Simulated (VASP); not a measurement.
Wanted: the native input for a VASP 6.6.1 run.

```yaml
Task: single point
Functional: LDA
Potentials_or_basis: VASP PAW LDA potentials, release 64 (Bi_d)
Cutoff: 520 eV
k_mesh: 4 × 4 × 5
Occupations: fermi-dirac, width 0.05 eV
Spin: no spin polarisation
Dipole_correction: no
Further_INCAR_settings: ALGO = Normal; EDIFF = 1e-06; NBANDS = 22
```

The structure of Bi lies in POSCAR:

```
Bi
1.0
    3.4885980000     -3.1325780000      0.0000000000
    3.4885980000      3.1325780000      0.0000000000
   -1.2602350000      0.0000000000      3.1135500000
Bi
2
Direct
    0.7530610000      0.7530610000      0.8573820000
    0.2469390000      0.2469390000      0.1426180000
```

The input as run:

INCAR

```
SYSTEM = Bi
PREC = Accurate ; ENCUT = 520
EDIFF = 1E-6 ; ISMEAR = -1
SIGMA = 0.05 ; LREAL = .FALSE.
LASPH = .TRUE. ; NELM = 60
ALGO = Normal ; ISIF = 2
LWAVE = .FALSE. ; LCHARG = .FALSE.
NBANDS = 22
```

KPOINTS

```
Automatic mesh
0
G
  4 4 5
  0 0 0
```

Potentials or basis: VASP PAW LDA potentials, release 64 (Bi_d).

Launch:

```sh
$ cat potpaw_LDA.64/Bi_d/POTCAR > POTCAR
$ mpirun -np 1 vasp_std > vasp.out
```

It gave:

The pressure is -3.5 GPa and the largest force is 0.191 eV/Å. The band gap on the k mesh is zero (band 15 reaches 9.61 eV, above the bottom of band 16 at 4.95 eV).

Caveat: the k points lie up to 0.40 Å⁻¹ apart; spin-orbit coupling is left out, which moves the levels of the heavy elements.

Run time: 12 s on 1 thread of Intel(R) Xeon(R) 6975P-C (Granite Rapids), with other jobs on the host, peak memory 0.16 GiB.
